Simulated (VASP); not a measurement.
## SiC: single point with PBE

SiC:

```
Si C
1.0
     3.12002    0.00000    0.00000
    -1.56001    2.70202    0.00000
     0.00000    0.00000    4.98329
Si C
2 2
Direct
  0.33333 0.66667 0.00456
  0.66667 0.33333 0.50456
  0.33333 0.66667 0.42517
  0.66667 0.33333 0.92517
```

This cell differs from its parent crystal: c/a of the conventional cell at fixed volume 1.5972.

* Program: VASP 6.6.1
* Task: single point
* Functional: PBE
* Potentials or basis: VASP PAW PBE potentials, release 64 (Si, C)
* Cutoff: 520 eV
* k mesh: 12 × 12 × 6
* Occupations: gaussian, width 0.05 eV
* Spin: no spin polarisation
* Dipole correction: no
* Further INCAR settings: ALGO = Normal; EDIFF = 1e-06; NBANDS = 16

```
Pressure               : 1.5 GPa
Largest force          : 2.171 eV/Å
Band gap on the k mesh : 1.20 eV, indirect (least direct gap 2.94 eV)
```

Forces in eV/Å, atoms in the order of the input:
```
Si   0.000  0.000  2.171
Si   0.000  0.000  2.171
C    0.000  0.000 -2.171
C    0.000  0.000 -2.171
```

Stress tensor (GPa, compression positive):
```
 2.57  0.00  0.00
 0.00  2.57  0.00
 0.00  0.00 -0.66
```

Levels at points of the mesh, in eV from the valence-band top:
| k point | band 6 | band 7 | band 8 | band 9 | band 10 | band 11 |
| --- | --- | --- | --- | --- | --- | --- |
| (0.00, 0.00, 0.00) | -1.73 | -1.73 | 0.00 | 2.94 | 4.99 | 5.14 |
| (0.50, 0.00, 0.00) | -4.89 | -3.68 | -2.89 | 1.20 | 3.62 | 5.57 |
| (0.00, 0.00, 0.50) | -2.42 | -2.42 | -2.42 | 4.14 | 4.14 | 5.77 |
| (0.50, 0.00, 0.50) | -4.05 | -2.71 | -2.71 | 2.22 | 2.22 | 3.53 |

Wall time 29 s on 1 thread of Intel Xeon 6975P-C, with other jobs on the host, peak memory 0.18 GiB.

Caveat: forces of over 1 eV/Å act on the atoms, so gaps and moduli don't describe the material at rest. A k mesh can miss the band edges.
